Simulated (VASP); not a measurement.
# W4C4F in VASP: single point with PBE

Aim: the single point of W4C4F with PBE.

Program: VASP 6.6.1. These are calculated values, not measurements. Logs are shortened: lines on timing, memory, paths and dates and some standing lists are left out, and cuts for length are marked.

**1. The cell of the first run**

The cell holds a slab with vacuum, 18 atoms: a = 5.672 Å, b = 5.672 Å, c = 16.180 Å, α = 90.00°, β = 90.00°, γ = 120.00°.

**2. Single point, PBE**

Contents of INCAR:

```
ALGO     = Normal         # electronic algorithm
EDIFF    = 1E-6           # SCF threshold, eV
ENCUT    = 1010           # plane-wave cutoff, eV
GGA      = PE             # functional
GGA_COMPAT= F            
ISIF     = 2              # what is computed and relaxed
ISMEAR   = 0              # smearing method
LASPH    = T              # aspherical terms in the spheres
LCHARG   = F              # write CHGCAR
LREAL    = Auto         
LWAVE    = F              # write WAVECAR
NBANDS   = 94             # bands
NELM     = 120            # most SCF steps
NELMDL   = -8           
PREC     = Accurate       # precision mode
SIGMA    = 0.15           # smearing width, eV
```

Contents of KPOINTS:

```
k-points
0
Gamma
  5 5 1
```

Contents of POSCAR:

```
W4C4F
1.0
    5.6722800000      0.0000000000      0.0000000000
   -2.8361400000      4.9123390000      0.0000000000
    0.0000000000      0.0000000000     16.1797200000
W C F
8 8 2
Direct
    0.0000000000      0.0000000000      0.0618057667
    0.0000518083      0.0001036166      0.2394441313
   -0.0000000509      0.4999998982      0.0618057667
    0.0010593222      0.5021186445      0.2411019474
    0.5000000000      0.0000000000      0.0618057667
    0.5000518083      0.0001036166      0.2394441313
    0.4999999491      0.4999998982      0.0618057667
    0.5010593222      0.5021186445      0.2411019474
    0.3337345509      0.1674691018      0.1454514664
    0.3305702742      0.1611405483      0.3215103228
    0.3332068491      0.6664136982      0.1444548484
    0.3384100731      0.6768201462      0.3125699950
    0.8337345509      0.1674691018      0.1454514664
    0.8305702742      0.1611405483      0.3215103228
    0.8332068491      0.6664136982      0.1444548484
    0.8384100731      0.6768201462      0.3125699950
   -0.1641834470      0.1716331059      0.4036948723
   -0.6641834470      0.1716331059      0.4036948723
```

Potentials or basis: VASP PAW PBE potentials, release 64 (W_sv, C_h, F_h).

The run is started by

```sh
$ cat potpaw_PBE.64/W_sv/POTCAR potpaw_PBE.64/C_h/POTCAR potpaw_PBE.64/F_h/POTCAR > POTCAR
$ mpirun -np 1 vasp_std > vasp.out
```

OUTCAR:

```text
EDIFF = 1E-6
   ENCUT = 1010
   GGA = PE
   ISIF = 2
   ISMEAR = 0
   LASPH = T
   LREAL = Auto
   NELM = 120
   NELMDL = -8
   PREC = Accurate

 ion  position               nearest neighbor table
   1  0.000  0.000  0.062-  15 2.12   9 2.13  13 2.13   7 2.84   3 2.84   5 2.84   5 2.84   3 2.84
                             7 2.84   2 2.87
   2  0.000  0.000  0.239-  16 1.98  14 2.10  10 2.10   9 2.24  13 2.24  15 2.25   4 2.83   8 2.83
                             6 2.84   6 2.84   8 2.84   4 2.84   1 2.87
   3  1.000  0.500  0.062-  11 2.11  15 2.11  13 2.12   5 2.84   1 2.84   7 2.84   7 2.84   1 2.84
                             5 2.84   4 2.90
   4  0.001  0.502  0.241-  16 2.02  12 2.02  14 2.12  13 2.26  15 2.26  11 2.26   2 2.83   6 2.83
                             8 2.84   8 2.84   6 2.84   2 2.84   3 2.90
   5  0.500  0.000  0.062-  11 2.12  13 2.13   9 2.13   7 2.84   3 2.84   1 2.84   1 2.84   7 2.84
                             3 2.84   6 2.87
   6  0.500  0.000  0.239-  12 1.98  10 2.10  14 2.10  13 2.24   9 2.24  11 2.25   8 2.83   4 2.83
                             2 2.84   2 2.84   4 2.84   8 2.84   5 2.87
   7  0.500  0.500  0.062-  11 2.11  15 2.11   9 2.12   5 2.84   1 2.84   3 2.84   3 2.84   5 2.84
                             1 2.84   8 2.90
   8  0.501  0.502  0.241-  12 2.02  16 2.02  10 2.12   9 2.26  11 2.26  15 2.26   6 2.83   2 2.83
                             4 2.84   4 2.84   2 2.84   6 2.84   7 2.90
   9  0.334  0.167  0.145-   7 2.12   1 2.13   5 2.13   2 2.24   6 2.24   8 2.26
  10  0.331  0.161  0.322-  18 1.33   6 2.10   2 2.10   8 2.12
  11  0.333  0.666  0.144-   3 2.11   7 2.11   5 2.12   6 2.25   8 2.26   4 2.26
  12  0.338  0.677  0.313-   6 1.98   8 2.02   4 2.02
  13  0.834  0.167  0.145-   3 2.12   5 2.13   1 2.13   6 2.24   2 2.24   4 2.26
  14  0.831  0.161  0.322-  17 1.33   2 2.10   6 2.10   4 2.12
  15  0.833  0.666  0.144-   3 2.11   7 2.11   1 2.12   2 2.25   4 2.26   8 2.26
  16  0.838  0.677  0.313-   2 1.98   4 2.02   8 2.02
  17  0.836  0.172  0.404-  14 1.33
  18  0.336  0.172  0.404-  10 1.33

  LATTYP: Found a hexagonal cell.
 ALAT       =     5.6722800000
 C/A-ratio  =     2.8524191330

  Lattice vectors:

 A1 = (   5.6722800000,   0.0000000000,   0.0000000000)
 A2 = (  -2.8361400000,   4.9123390000,   0.0000000000)
 A3 = (   0.0000000000,   0.0000000000,  16.1797200000)

Analysis of symmetry for initial positions (statically):
=====================================================================
 Subroutine PRICEL returns following result:

  LATTYP: Found a simple orthorhombic cell.
 ALAT       =     2.8361400000
 B/A-ratio  =     1.7320509566
 C/A-ratio  =     5.7048382661

  Lattice vectors:

 A1 = (   2.8361400000,   0.0000000000,   0.0000000000)
 A2 = (   0.0000000000,   4.9123390000,   0.0000000000)
 A3 = (   0.0000000000,   0.0000000000,  16.1797200000)

   2 primitive cells build up your supercell.

 Routine SETGRP: Setting up the symmetry group for a
 hexagonal supercell.

 Subroutine GETGRP returns: Found  2 space group operations
 (whereof  2 operations were pure point group operations)
 out of a pool of 24 trial point group operations.

The static configuration has the point symmetry C_1h.

Analysis of symmetry for dynamics (positions and initial velocities):
=====================================================================
 Subroutine PRICEL returns following result:

  LATTYP: Found a simple orthorhombic cell.
 ALAT       =     2.8361400000
 B/A-ratio  =     1.7320509566
 C/A-ratio  =     5.7048382661

  Lattice vectors:

 A1 = (   2.8361400000,   0.0000000000,   0.0000000000)
 A2 = (   0.0000000000,   4.9123390000,   0.0000000000)
 A3 = (   0.0000000000,   0.0000000000,  16.1797200000)

   2 primitive cells build up your supercell.

 Routine SETGRP: Setting up the symmetry group for a
 hexagonal supercell.

 Subroutine GETGRP returns: Found  2 space group operations
 (whereof  2 operations were pure point group operations)
 out of a pool of 24 trial point group operations.

The dynamic configuration has the point symmetry C_1h.

 Subroutine INISYM returns: Found  2 space group operations
 (whereof  2 operations are pure point group operations),
 and found     2 'primitive' translations

----------------------------------------------------------------------------------------

                                     Primitive cell

  volume of cell :     225.4172

  direct lattice vectors                    reciprocal lattice vectors
     2.836140000  0.000000000  0.000000000     0.352591903  0.000000000  0.000000000
     0.000000000  4.912339000  0.000000000     0.000000000  0.203569013  0.000000000
     0.000000000  0.000000000 16.179720000     0.000000000  0.000000000  0.061805767

  length of vectors
     2.836140000  4.912339000 16.179720000     0.352591903  0.203569013  0.061805767

  position of ions in fractional coordinates (direct lattice)
     0.000000000  0.000000000  0.061805767
     0.000000000  0.000103617  0.239444131
     0.500000000  0.499999898  0.061805767
     0.500000000  0.502118645  0.241101947
     0.500000000  0.167469102  0.145451466
     0.500000000  0.161140548  0.321510323
     0.000000000  0.666413698  0.144454848
     0.000000000  0.676820146  0.312569995
     0.500000000  0.171633106  0.403694872

  ion indices of the primitive-cell ions
   primitive index   ion index
                 1           1
                 2           2
                 3           3
                 4           4
                 5          13
                 6          14
                 7          15
                 8          16
                 9          17

----------------------------------------------------------------------------------------

 KPOINTS: k-points

Automatic generation of k-mesh.
 Grid dimensions read from file:
 generate k-points for:    5    5    1

 Generating k-lattice:

  Cartesian coordinates                     Fractional coordinates (reciprocal lattice)
     0.035259190  0.020356901  0.000000000     0.200000000  0.000000000  0.000000000
     0.000000000  0.040713803  0.000000000     0.000000000  0.200000000  0.000000000
     0.000000000  0.000000000  0.061805767     0.000000000  0.000000000  1.000000000

  Length of vectors
     0.040713805  0.040713803  0.061805767

  Shift w.r.t. Gamma in fractional coordinates (k-lattice)
     0.000000000  0.000000000  0.000000000

 Subroutine IBZKPT returns following result:
 ===========================================

 Found      9 irreducible k-points:

 Following reciprocal coordinates:
            Coordinates               Weight
  0.000000  0.000000  0.000000      1.000000
  0.200000 -0.000000  0.000000      4.000000
  0.000000  0.200000  0.000000      2.000000
  0.400000 -0.000000  0.000000      4.000000
  0.000000  0.400000  0.000000      2.000000
  0.200000  0.200000  0.000000      4.000000
 -0.400000  0.200000  0.000000      2.000000
  0.400000  0.200000  0.000000      4.000000
 -0.200000 -0.400000  0.000000      2.000000
   k-points           NKPTS =      9   k-points in BZ     NKDIM =      9   number of bands    NBANDS=     94
   number of dos      NEDOS =    301   number of ions     NIONS =     18
   total plane-waves  NPLWV = 604800
   dimension x,y,z NGX =    60 NGY =   60 NGZ =  168
   dimension x,y,z NGXF=   120 NGYF=  120 NGZF=  336
   ions per type =               8   8   2
   NGX,Y,Z   is equivalent  to a cutoff of  17.59, 17.59, 17.26 a.u.
   NGXF,Y,Z  is equivalent  to a cutoff of  35.17, 35.17, 34.52 a.u.
 SYSTEM =  unknown system
   PREC   = accura    normal or accurate (medium, high low for compatibility)
   ISTART =      0    job   : 0-new  1-cont  2-samecut
   ICHARG =      2    charge: 1-file 2-atom 10-const
   ISPIN  =      1    spin polarized calculation?
   LNONCOLLINEAR =      F non collinear calculations
   LSORBIT =      F    spin-orbit coupling
   LASPH  =      T    aspherical Exc in radial PAW
   ENCUT  = 1010.0 eV  74.23 Ry    8.62 a.u.  14.70 14.70 41.93*2*pi/ulx,y,z
   NELM   =    120;   NELMIN=  2; NELMDL= -8     # of ELM steps
   EDIFF  = 0.1E-05   stopping-criterion for ELM
   LREAL  =      T    real-space projection
   EDIFFG = 0.1E-04   stopping-criterion for IOM
   NSW    =      0    number of steps for IOM
   IBRION =     -1    ionic relax: 0-MD 1-quasi-New 2-CG
   NFREE  =      0    steps in history (QN), initial steepest desc. (CG)
   ISIF   =      2    stress and relaxation
   ISYM   =      2    0-nonsym 1-usesym 2-fastsym
   POTIM  = 0.5000    time-step for ionic-motion
   TEBEG  =    0.0;   TEEND  =   0.0 temperature during run
   PSTRESS=    0.0 pullay stress
   NELECT =     158.0000    total number of electrons
   NUPDOWN=      -1.0000    fix difference up-down
   EMIN   =  10.00;   EMAX   =-10.00  energy-range for DOS
   EFERMI =   0.00;   METHOD = LEGACY
   ISMEAR =     0;   SIGMA  =   0.15  broadening in eV -4-tet -1-fermi 0-gaus
   EFERMI_NEDOS =   21; number of points for ismear=-14 and -15
   IALGO  =     38    algorithm
   IMIX   =      4    mixing-type and parameters
     AMIX     =   0.40;   BMIX     =  1.00
     AMIX_MAG =   1.60;   BMIX_MAG =  1.00
  volume/ion in A,a.u.               =      25.05       169.02
  Fermi-wavevector in a.u.,A,eV,Ry     =   1.154219  2.181158 18.125972  1.332221
  Thomas-Fermi vector in A             =   2.290857
   LORBIT       =      0    0 simple, 1 ext, 2 COOP (PROOUT), +10 PAW based schemes
   GGA     = PE    functional components
   LHFCALC =     F    Hartree Fock is set to
   AEXX    =    0.0000 exact exchange contribution
   IVDW    =     0    specifies the selected vdW correction
   LEPSILON=     F    determine dielectric tensor
   LRPA    =     F    only Hartree local field effects (RPA)
 non-spin polarized calculation
 Gauss-broadening in eV      SIGMA  =   0.15
  energy-cutoff  :     1010.00
  volume of cell :      450.83
 maximum number of plane-waves:     32901
   NGX = 29   NGY = 29   NGZ = 83

 number of electron     158.0000004 magnetization

 Free energy of the ion-electron system (eV)
  ---------------------------------------------------
  ext. energy  EPLUGINS =         0.00000000
  ---------------------------------------------------
  free energy    TOTEN  =      -171.77846312 eV

  energy without entropy =     -171.68948788  energy(sigma->0) =     -171.73397550

 E-fermi :   0.8049     XC(G=0):  -6.6115

 val. band max:        0.7812585295   @ k =   0.0000   0.4000   0.0000
 cond. band min:       0.8117410248   @ k =   0.2000  -0.0000   0.0000
 fundamental gap:      0.0304824953
 Fermi energy:         0.8049332387

 k-point     1 :       0.0000    0.0000    0.0000
  band No.  band energies     occupation
      1     -72.9261      2.00000
      2     -72.8497      2.00000
      3     -72.8483      2.00000
      4     -72.8470      2.00000
      5     -72.6212      2.00000
      6     -72.5699      2.00000
[... 83 lines left out ...]
     90       4.7043      0.00000
     91       4.7298      0.00000

 k-point     2 :       0.2000   -0.0000    0.0000
  band No.  band energies     occupation
      1     -72.9187      2.00000
      2     -72.8560      2.00000
      3     -72.8483      2.00000
      4     -72.8481      2.00000
      5     -72.6156      2.00000
      6     -72.5740      2.00000
[... 741 lines left out ...]
     90       3.3720      0.00000
     91       3.5511      0.00000
 [bands above 91 left out]

------------------------ aborting loop because EDIFF is reached ----------------------------------------

  FORCE on cell =-STRESS in cart. coord.  units (eV):
  Direction    XX          YY          ZZ          XY          YZ          ZX
  --------------------------------------------------------------------------------------
  -------------------------------------------------------------------------------------
  Total       22.4579818     22.8239625      0.7823100      0.0000000      0.0096782      0.0000000
  in kB       79.8112874     81.1119113      2.7801773      0.0000000      0.0343945      0.0000000
  external PRESSURE =      54.5677920 kB  Pullay stress =       0.0000000 kB

 VOLUME and BASIS-vectors are now :
 -----------------------------------------------------------------------------
  energy-cutoff  :     1010.00
  volume of cell :      450.83
      direct lattice vectors                 reciprocal lattice vectors
     5.672280000  0.000000000  0.000000000     0.176295952  0.101784506  0.000000000
    -2.836140000  4.912339000  0.000000000     0.000000000  0.203569013  0.000000000
     0.000000000  0.000000000 16.179720000     0.000000000  0.000000000  0.061805767

 POSITION                                       TOTAL-FORCE (eV/Angst)
 -----------------------------------------------------------------------------------
      0.00000      0.00000      1.00000         0.000000      0.103009     -0.023402
      0.00000      0.00051      3.87414         0.000000      0.007688      0.006334
      4.25421      2.45617      1.00000         0.000000     -0.101462     -0.099086
     -1.41807      2.46658      3.90096        -0.000000     -0.018567      0.008891
      2.83614      0.00000      1.00000         0.000000      0.103009     -0.023402
      2.83614      0.00051      3.87414         0.000000      0.007688      0.006334
[... 10 lines left out ...]
      4.25421      0.84312      6.53167        -0.000000      0.002738      0.031125
      1.41807      0.84312      6.53167        -0.000000      0.002738      0.031125
 -----------------------------------------------------------------------------------
    total drift:                                0.000001     -0.013861     -0.049528

  FREE ENERGIE OF THE ION-ELECTRON SYSTEM (eV)
  ---------------------------------------------------
  free  energy   TOTEN  =      -171.7784631190 eV

  energy  without entropy=     -171.6894878779  energy(sigma->0) =     -171.73397550
```

Wall time 33 min (1 thread of Intel Xeon 6975P-C (Granite Rapids), shared host); peak memory 1.5 GiB.

What came out:

```yaml
Free_energy: -171.7785 eV
Largest_force: 0.142 eV/Å
Band_gap_on_the_k_mesh: zero (bands 79 and 80 overlap by 0.85 eV)
```

Forces on the atoms (eV/Å):
```
W    0.000  0.103 -0.023
W    0.000  0.008  0.006
W    0.000 -0.101 -0.099
W    0.000 -0.019  0.009
W    0.000  0.103 -0.023
W    0.000  0.008  0.006
W    0.000 -0.101 -0.099
W    0.000 -0.019  0.009
C    0.000  0.003 -0.007
C    0.000  0.001  0.028
C    0.000  0.002 -0.003
C    0.000  0.001  0.058
C    0.000  0.003 -0.007
C    0.000  0.001  0.028
C    0.000  0.002 -0.003
C    0.000  0.001  0.058
F    0.000  0.003  0.031
F    0.000  0.003  0.031
```

Levels at points of the mesh, in eV from the Fermi level:
| k point | band 77 | band 78 | band 79 | band 80 | band 81 | band 82 | band 83 | band 84 |
| --- | --- | --- | --- | --- | --- | --- | --- | --- |
| (0.00, 0.00, 0.00) | 0.62 | 0.63 | 0.66 | 0.66 | 0.67 | 1.19 | 1.71 | 2.51 |

Caveat: there is no dipole correction, which matters where the two faces differ; spin-orbit coupling is left out, which moves the levels of the heavy elements.

The gap in the log of VASP goes by the Fermi energy; the results here count the filled bands.